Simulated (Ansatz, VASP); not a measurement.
## Two plane-wave programs on O

INCAR

```
SYSTEM = O
ALGO = Normal
EDIFF = 1E-7
ENCUT = 520
GGA = PS
ISIF = 2
ISMEAR = -1
LASPH = .True.
LCHARG = .False.
LREAL = .False.
LWAVE = .False.
NBANDS = 13
NELM = 100
PREC = Accurate
SIGMA = 0.05
```

KPOINTS

```
k-points
0
Gamma
  10 10 7
  0 0 0
```

POSCAR

```
O
1.0
    2.8322653448     -1.6512584499      0.0000000000
    2.8322653448      1.6512584499      0.0000000000
   -2.3784205071      0.0000000000      3.6225725980
O
2
Direct
    0.9745461700      0.9745461700      0.8444259800
    0.0254538300      0.0254538300      0.1555740200
```

input.yaml

```yaml
crystal:
  lattice:
    - [2.8322653448, -1.6512584499, 0.0]
    - [2.8322653448, 1.6512584499, 0.0]
    - [-2.3784205071, 0.0, 3.622572598]
  atoms:
    - { symbol: O, position: [0.97454617, 0.97454617, 0.84442598] }
    - { symbol: O, position: [0.02545383, 0.02545383, 0.15557402] }
hamiltonian:
  xc: pbesol
  pseudopotentials: { kind: paw }
kpoints:
  mp_grid: { grid: [10, 10, 7] }
scf:
  occupations: { method: fermi_dirac, width: 0.05 }
output:
  forces: true
  stress: true
  eigenvalues: true
```

Alike in both runs: task single point; functional PBEsol; k mesh 10 × 10 × 7; occupations fermi-dirac, width 0.05 eV; no spin polarisation.

|  | VASP | Ansatz |
| --- | --- | --- |
| version | VASP 6.6.1 | Ansatz 0.2.0 |
| potentials or method | VASP PAW PBE potentials, release 64 (O) | Ansatz PAW |
| plane-wave cutoff (eV) | 520 | 420 |
| valence electrons in the cell | 12 | 12 |

```csv
,VASP,Ansatz,Ansatz less VASP
gap on the k mesh at the Fermi level (eV),none,none,-
pressure (GPa),-0.5,-2.8,-2.26
"traceless stress, the component that is largest in VASP (GPa)",-3.56,-1.05,+2.510
rms of the force components (eV/Å),0.611,0.191,-0.4207
```

VASP's potentials were made for PBE, not for PBEsol. Atom by atom the forces differ by 0.769 eV/Å (rms over components). A gap of «none» marks a metal or a gap that the smearing closes.

Noted on VASP's run: the standard files for N, O and F lose accuracy on very short bonds; spin is off for a triplet molecule. Noted on Ansatz's run: spin is off for a triplet molecule.
